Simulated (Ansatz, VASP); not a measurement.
Two plane-wave programs on La3Tl

```
La Tl
1.0
     5.06000    0.00000    0.00000
     0.00000    5.06000    0.00000
     0.00000    0.00000    5.06000
La Tl
3 1
Direct
  0.00000 0.50000 0.50000
  0.50000 0.00000 0.50000
  0.50000 0.50000 0.00000
  0.00000 0.00000 0.00000
```

Alike in both runs: task electric field gradients; functional LDA; k mesh 8 × 8 × 8; occupations fermi-dirac, width 0.08 eV; no spin polarisation.

|  | VASP | Ansatz |
| --- | --- | --- |
| version | VASP 6.6.1 | Ansatz 0.2.0 |
| potentials or method | VASP PAW LDA potentials, release 64 (La, Tl_d) | PAW with Ansatz's default frozen-core files, scalar-relativistic |
| plane-wave cutoff (eV) | 520 | 420 |
| valence electrons in the cell | 46 | 46 |

|  | VASP | Ansatz | Ansatz less VASP |
| --- | --- | --- | --- |
| pressure (GPa) | -3.6 | -3.6 | +0.02 |
| size of Vzz on the site where it differs most (V/Å²) | 127.6 | 119.0 | -8.60 |

LDA's correlation is that of Perdew and Zunger in VASP and of Perdew and Wang (1992) in Ansatz.

Neither program's run includes spin-orbit coupling.
